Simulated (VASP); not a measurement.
# H2RuCl (P-3m1) in VASP: a series of runs

H2RuCl is run at these levels: PBE; tasks: single point, relaxation of cell and atoms.

All numbers are computed with VASP 6.6.1; they aren't measurements. Logs are shortened: lines on timing, memory, paths and dates and some standing lists are left out, and cuts for length are marked.

### Step 1. The cell of the first run

The structure is trigonal, space group P-3m1 (No. 164). Conventional cell: a = 3.095 Å, b = 3.095 Å, c = 4.840 Å, α = 90.00°, β = 90.00°, γ = 120.00°. Within 2.4 Å of H (site symmetry 3m) lie 3 Ru at 1.85 Å and 3 H at 2.01 Å. Ru (site symmetry -3m) has 6 H at 1.85 Å and 2 Cl at 2.42 Å within 2.5 Å. Cl (site symmetry -3m) has 2 Ru at 2.42 Å and 6 H at 2.65 Å and 6 Cl at 3.09 Å within 3.2 Å.

The cell was generated, and may not be a known phase.

### Step 2. Single point, PBE, collinear spin, ferromagnetic start

Input file INCAR:

```
ALGO = Normal
EDIFF = 1E-6
ENCUT = 520
GGA = PE
ISIF = 2
ISMEAR = 0
ISPIN = 2
LASPH = True
LCHARG = False
LMAXMIX = 4
LORBIT = 11
LREAL = False
LWAVE = False
MAGMOM = 0 0 1 0
NBANDS = 24
NELM = 150
PREC = Accurate
SIGMA = 0.1
```

Input file KPOINTS:

```
k-points
0
Gamma
  6 6 4
```

Input file POSCAR:

```
H2RuCl
1.0
    3.0946144127      0.0000000000      0.0000000000
   -1.5473072063      2.6800146963      0.0000000000
    0.0000000000      0.0000000000      4.8397122123
H Ru Cl
2 1 1
Direct
    0.6666666667      0.3333333333      0.4044853494
    0.3333333333      0.6666666667      0.5955146506
    0.0000000000      0.0000000000      0.5000000000
    0.0000000000      0.0000000000      0.0000000000
```

Potentials or basis: VASP PAW PBE potentials, release 64 (H, Ru_pv, Cl).

Run with:

```console
cat potpaw_PBE.64/H/POTCAR potpaw_PBE.64/Ru_pv/POTCAR potpaw_PBE.64/Cl/POTCAR > POTCAR
mpirun -np 1 vasp_std > vasp.out
```

OUTCAR:

```text
EDIFF = 1E-6
   ENCUT = 520
   GGA = PE
   ISIF = 2
   ISMEAR = 0
   ISPIN = 2
   LASPH = True
   LORBIT = 11
   LREAL = False
   NELM = 150
   PREC = Accurate

 ion  position               nearest neighbor table
   1  0.667  0.333  0.404-   3 1.85   3 1.85   3 1.85
   2  0.333  0.667  0.596-   3 1.85   3 1.85   3 1.85
   3  0.000  0.000  0.500-   1 1.85   2 1.85   2 1.85   1 1.85   1 1.85   2 1.85   4 2.42   4 2.42

   4  0.000  0.000  0.000-   3 2.42   3 2.42

  LATTYP: Found a hexagonal cell.
 ALAT       =     3.0946144127
 C/A-ratio  =     1.5639144549

  Lattice vectors:

 A1 = (   3.0946144127,   0.0000000000,   0.0000000000)
 A2 = (  -1.5473072063,   2.6800146963,   0.0000000000)
 A3 = (   0.0000000000,   0.0000000000,   4.8397122123)

Analysis of symmetry for initial positions (statically):
=====================================================================
 Subroutine PRICEL returns:
 Original cell was already a primitive cell.

 Routine SETGRP: Setting up the symmetry group for a
 hexagonal supercell.

 Subroutine GETGRP returns: Found 12 space group operations
 (whereof 12 operations were pure point group operations)
 out of a pool of 24 trial point group operations.

The static configuration has the point symmetry D_3d.

Analysis of symmetry for dynamics (positions and initial velocities):
=====================================================================
 Subroutine PRICEL returns:
 Original cell was already a primitive cell.

 Routine SETGRP: Setting up the symmetry group for a
 hexagonal supercell.

 Subroutine GETGRP returns: Found 12 space group operations
 (whereof 12 operations were pure point group operations)
 out of a pool of 24 trial point group operations.

The dynamic configuration has the point symmetry D_3d.

Analysis of structural, dynamic, and magnetic symmetry:
=====================================================================
 Subroutine PRICEL returns:
 Original cell was already a primitive cell.

 Routine SETGRP: Setting up the symmetry group for a
 hexagonal supercell.

 Subroutine GETGRP returns: Found 12 space group operations
 (whereof 12 operations were pure point group operations)
 out of a pool of 24 trial point group operations.

The overall configuration has the point symmetry D_3d.

 Subroutine INISYM returns: Found 12 space group operations
[... 125 lines left out ...]
   GGA     = PE    functional components
   LHFCALC =     F    Hartree Fock is set to
   AEXX    =    0.0000 exact exchange contribution
   IVDW    =     0    specifies the selected vdW correction
   LEPSILON=     F    determine dielectric tensor
   LRPA    =     F    only Hartree local field effects (RPA)
 spin polarized calculation
 Gauss-broadening in eV      SIGMA  =   0.10
  energy-cutoff  :      520.00
  volume of cell :       40.14
 maximum number of plane-waves:      1095
 NGX is ok and might be reduce to    24
   NGX = 11   NGY = 11   NGZ = 17

 number of electron      22.9999999 magnetization       0.0443916

 number of electron      22.9999999 magnetization      -0.0003633

 Free energy of the ion-electron system (eV)
  ---------------------------------------------------
  ext. energy  EPLUGINS =         0.00000000
  ---------------------------------------------------
  free energy    TOTEN  =       -17.29871009 eV

  energy without entropy =      -17.28699606  energy(sigma->0) =      -17.29285307

 E-fermi :   6.2527     XC(G=0): -11.3162

 val. band max:        6.2367193690   @ k =   0.5000   0.0000   0.5000
 cond. band min:       6.3236594773   @ k =   0.5000   0.0000   0.0000
 fundamental gap:      0.0869401082
 Fermi energy:         6.2526765020

 spin component 1

 k-point     1 :       0.0000    0.0000    0.0000
  band No.  band energies     occupation
      1     -36.3860      1.00000
      2     -36.3860      1.00000
      3     -36.3277      1.00000
      4     -10.0630      1.00000
      5      -2.8192      1.00000
      6       0.6825      1.00000
[... 613 lines left out ...]
     22      22.7255      0.00000
     23      22.7255      0.00000
 Fermi energy:         6.2526765020

 spin component 2

 k-point     1 :       0.0000    0.0000    0.0000
  band No.  band energies     occupation
      1     -36.3863      1.00000
      2     -36.3863      1.00000
      3     -36.3277      1.00000
      4     -10.0631      1.00000
      5      -2.8194      1.00000
      6       0.6825      1.00000
[... 613 lines left out ...]
     22      22.7255      0.00000
     23      22.7255      0.00000
 [bands above 23 left out]

------------------------ aborting loop because EDIFF is reached ----------------------------------------

  FORCE on cell =-STRESS in cart. coord.  units (eV):
  Direction    XX          YY          ZZ          XY          YZ          ZX
  --------------------------------------------------------------------------------------
  -------------------------------------------------------------------------------------
  Total       -0.0390732     -0.0390732     -0.0663581     -0.0000000     -0.0000000     -0.0000000
  in kB       -1.5596472     -1.5596472     -2.6487503     -0.0000000     -0.0000000     -0.0000000
  external PRESSURE =      -1.9226815 kB  Pullay stress =       0.0000000 kB

 VOLUME and BASIS-vectors are now :
 -----------------------------------------------------------------------------
  energy-cutoff  :      520.00
  volume of cell :       40.14
      direct lattice vectors                 reciprocal lattice vectors
     3.094614413  0.000000000  0.000000000     0.323142035  0.186566141  0.000000000
    -1.547307206  2.680014696  0.000000000     0.000000000  0.373132282  0.000000000
     0.000000000  0.000000000  4.839712212     0.000000000  0.000000000  0.206623856

 POSITION                                       TOTAL-FORCE (eV/Angst)
 -----------------------------------------------------------------------------------
      1.54731      0.89334      1.95759        -0.000000      0.000000     -0.004114
     -0.00000      1.78668      2.88212         0.000000     -0.000000      0.004114
      0.00000      0.00000      2.41986        -0.000000      0.000000      0.000000
      0.00000      0.00000      0.00000        -0.000000      0.000000      0.000000
 -----------------------------------------------------------------------------------
    total drift:                               -0.000000      0.000000      0.000000

  FREE ENERGIE OF THE ION-ELECTRON SYSTEM (eV)
  ---------------------------------------------------
  free  energy   TOTEN  =       -17.2987100853 eV

  energy  without entropy=      -17.2869960587  energy(sigma->0) =      -17.29285307

 total charge

# of ion       s       p       d       tot
------------------------------------------
    1        0.519   0.027   0.000   0.546
    2        0.519   0.027   0.000   0.546
    3        0.281   6.230   6.058  12.569
    4        1.615   3.439   0.000   5.054
--------------------------------------------------
tot          2.933   9.723   6.058  18.714

 magnetization (x)

# of ion       s       p       d       tot
------------------------------------------
    1        0.000  -0.000   0.000   0.000
    2        0.000  -0.000   0.000   0.000
    3       -0.000   0.000  -0.000  -0.000
    4       -0.000  -0.000   0.000  -0.000
--------------------------------------------------
tot          0.000  -0.000  -0.000  -0.000
```

OSZICAR:

```text
N       E                     dE             d eps       ncg     rms          rms(c)
DAV:   1     0.178917716892E+03    0.17892E+03   -0.12542E+04  2312   0.928E+02
DAV:   2    -0.127106241133E+02   -0.19163E+03   -0.18462E+03  2712   0.280E+02
DAV:   3    -0.183509009501E+02   -0.56403E+01   -0.56048E+01  3024   0.481E+01
DAV:   4    -0.183803159215E+02   -0.29415E-01   -0.29401E-01  2384   0.388E+00
DAV:   5    -0.183805408689E+02   -0.22495E-03   -0.22494E-03  2696   0.339E-01    0.180E+01
DAV:   6    -0.176490138441E+02    0.73153E+00   -0.66850E+00  2736   0.168E+01    0.829E+00
DAV:   7    -0.174154537429E+02    0.23356E+00   -0.54359E+00  2720   0.108E+01    0.557E+00
DAV:   8    -0.173003573901E+02    0.11510E+00   -0.37549E-01  2600   0.366E+00    0.183E+00
DAV:   9    -0.172982499405E+02    0.21074E-02   -0.51189E-02  2752   0.108E+00    0.828E-01
DAV:  10    -0.172994624753E+02   -0.12125E-02   -0.44120E-03  2752   0.400E-01    0.344E-01
DAV:  11    -0.172987430020E+02    0.71947E-03   -0.19938E-03  2616   0.198E-01    0.169E-01
DAV:  12    -0.172987103519E+02    0.32650E-04   -0.67502E-04  2664   0.112E-01    0.478E-02
DAV:  13    -0.172987078193E+02    0.25326E-05   -0.68003E-05  2688   0.405E-02    0.197E-02
DAV:  14    -0.172987092624E+02   -0.14431E-05   -0.72348E-06  2520   0.147E-02    0.878E-03
DAV:  15    -0.172987100853E+02   -0.82287E-06   -0.17464E-06  2216   0.708E-03
   1 F= -.17298710E+02 E0= -.17292853E+02  d E =-.117140E-01  mag=    -0.0002
```

It took 61 s on 1 thread of Oxide Virtual Turin-like, shared host; peak memory 0.16 GiB.

What came out:

* Free energy: -17.2987 eV
* Pressure: -0.2 GPa
* Largest force: 0.004 eV/Å
* Net moment: 0.00 μB per cell
* Valence electrons inside the program's atomic spheres: H 0.55; Ru 12.57; Cl 5.05

Forces on the atoms (eV/Å):
```
H    0.000  0.000 -0.004
H    0.000  0.000  0.004
Ru   0.000  0.000  0.000
Cl   0.000  0.000  0.000
```

Stress tensor (GPa, compression positive):
```
-0.16  0.00  0.00
 0.00 -0.16  0.00
 0.00  0.00 -0.26
```

Caveat: the k points lie up to 0.39 Å⁻¹ apart; an empty level that is flat over the whole mesh can mark a ghost state of the potentials, or a narrow d or f band.

### Step 3. Single point, PBE, collinear spin, ferromagnetic start

This run uses another cell than the first one, of 13.31 Å³/atom.

Input file INCAR:

```
SYSTEM = H2RuCl
PREC = Accurate ; ENCUT = 520
EDIFF = 1E-6 ; ISMEAR = 0
SIGMA = 0.1 ; LREAL = .FALSE.
LASPH = .TRUE. ; NELM = 150
ALGO = Normal ; ISIF = 2
LWAVE = .FALSE. ; LCHARG = .TRUE.
ISPIN = 2 ; MAGMOM = 0 0 1 0
LORBIT = 11 ; LMAXMIX = 4
GGA = PE ; LELF = .TRUE.
LVHAR = .TRUE. ; NBANDS = 24
```

Input file KPOINTS:

```
Automatic mesh
0
G
  6 6 4
  0 0 0
```

Input file POSCAR:

```
H2RuCl
1.0
    3.3534093800      0.0000000000      0.0000000000
   -1.6767046900      2.9041377100      0.0000000000
    0.0000000000      0.0000000000      5.4685576100
H Ru Cl
2 1 1
Direct
    0.6666666700      0.3333333300      0.2642000000
    0.3333333300      0.6666666700      0.7358000000
    0.0000000000      0.0000000000      0.5000000000
    0.0000000000      0.0000000000      0.0000000000
```

Potentials or basis: VASP PAW PBE potentials, release 64 (H, Ru_pv, Cl).

Run with:

```console
cat potpaw_PBE.64/H/POTCAR potpaw_PBE.64/Ru_pv/POTCAR potpaw_PBE.64/Cl/POTCAR > POTCAR
mpirun -np 1 vasp_std > vasp.out
```

OUTCAR:

```text
SYSTEM = H2RuCl
   PREC = Accurate
   ENCUT = 520
   EDIFF = 1E-6
   ISMEAR = 0
   LREAL = .FALSE.
   LASPH = .TRUE.
   NELM = 150
   ISIF = 2
   ISPIN = 2
   LORBIT = 11
   GGA = PE

 ion  position               nearest neighbor table
   1  0.667  0.333  0.264-
   2  0.333  0.667  0.736-
   3  0.000  0.000  0.500-   4 2.73   4 2.73
   4  0.000  0.000  0.000-   3 2.73   3 2.73

  LATTYP: Found a hexagonal cell.
 ALAT       =     3.3534093800
 C/A-ratio  =     1.6307456055

  Lattice vectors:

 A1 = (   3.3534093800,   0.0000000000,   0.0000000000)
[... 1471 lines left out ...]
     3.353409380  0.000000000  0.000000000     0.298203973  0.172168144  0.000000000
    -1.676704690  2.904137710  0.000000000     0.000000000  0.344336288  0.000000000
     0.000000000  0.000000000  5.468557610     0.000000000  0.000000000  0.182863576

 POSITION                                       TOTAL-FORCE (eV/Angst)
 -----------------------------------------------------------------------------------
      1.67670      0.96805      1.44479        -0.000000      0.000000      1.835497
     -0.00000      1.93609      4.02376         0.000000      0.000000     -1.835497
      0.00000      0.00000      2.73428        -0.000000      0.000000      0.000000
      0.00000      0.00000      0.00000         0.000000      0.000000      0.000000
 -----------------------------------------------------------------------------------
    total drift:                               -0.000000     -0.000000      0.000000

  FREE ENERGIE OF THE ION-ELECTRON SYSTEM (eV)
  ---------------------------------------------------
  free  energy   TOTEN  =       -14.3166960337 eV

  energy  without entropy=      -14.3017148984  energy(sigma->0) =      -14.30920547

 total charge

# of ion       s       p       d       tot
------------------------------------------
    1        0.375   0.009   0.000   0.384
    2        0.375   0.009   0.000   0.384
    3        0.196   6.089   5.797  12.082
    4        1.622   3.385   0.000   5.007
--------------------------------------------------
tot          2.569   9.492   5.797  17.858

 magnetization (x)

# of ion       s       p       d       tot
------------------------------------------
    1       -0.027  -0.000   0.000  -0.028
    2       -0.027  -0.000   0.000  -0.028
    3        0.004   0.002   1.034   1.040
    4        0.001   0.018   0.000   0.020
--------------------------------------------------
tot         -0.049   0.020   1.034   1.005
```

OSZICAR:

```text
N       E                     dE             d eps       ncg     rms          rms(c)
DAV:   1     0.158867741741E+03    0.15887E+03   -0.12314E+04  2320   0.885E+02
DAV:   2    -0.100795490209E+02   -0.16895E+03   -0.16276E+03  2696   0.252E+02
DAV:   3    -0.154483749254E+02   -0.53688E+01   -0.53224E+01  2992   0.436E+01
[... 13 lines left out ...]
DAV:  17    -0.143166843622E+02   -0.10459E-04   -0.70094E-05  2528   0.337E-02    0.199E-02
DAV:  18    -0.143166917537E+02   -0.73914E-05   -0.50109E-05  2704   0.279E-02    0.894E-03
DAV:  19    -0.143166935639E+02   -0.18103E-05   -0.62379E-06  2560   0.110E-02    0.572E-03
DAV:  20    -0.143166951930E+02   -0.16291E-05   -0.10242E-05  2448   0.124E-02    0.342E-03
DAV:  21    -0.143166960337E+02   -0.84069E-06   -0.52861E-06  2232   0.926E-03
   1 F= -.14316696E+02 E0= -.14309205E+02  d E =-.149811E-01  mag=     0.9947
```

stdout:

```text
POSCAR found type information on POSCAR H RuCl
 POSCAR found :  3 types and       4 ions
 scaLAPACK will be used
 LDA part: xc-table for (Slater+PW92), standard interpolation
 POSCAR, INCAR and KPOINTS ok, starting setup
 FFT: planning ... GRIDC
 FFT: planning ... GRID_SOFT
 FFT: planning ... GRID
 WAVECAR not read
 entering main loop
```

Run time: 2.2 min. Hardware: 1 thread of Oxide Virtual Turin-like, shared host; peak memory 0.19 GiB.

What came out:

```yaml
Free_energy: -14.3167 eV
Pressure: -21.0 GPa
Largest_force: 1.835 eV/Å
Band_gap_on_the_k_mesh: zero (filled and empty bands overlap)
Net_moment: 0.99 μB per cell
Site_moments: H -0.03; Ru +1.04; Cl +0.02 μB
Valence_electrons_inside_the_program's_atomic_spheres: H 0.38; Ru 12.08; Cl 5.01
```

Forces in eV/Å, atoms in the order of the input:
```
H    0.000  0.000  1.835
H    0.000  0.000 -1.835
Ru   0.000  0.000  0.000
Cl   0.000  0.000  0.000
```

Caveat: the k points lie up to 0.36 Å⁻¹ apart, too coarse for converged energies and pressures of a metal; an empty level that is flat over the whole mesh can mark a ghost state of the potentials, or a narrow d or f band; forces of over 1 eV/Å act on the atoms, so gaps and moduli don't describe the material at rest.

(Part 1 of 2 ends here.)

The gap in the log of VASP goes by the Fermi energy; the results here count the filled bands.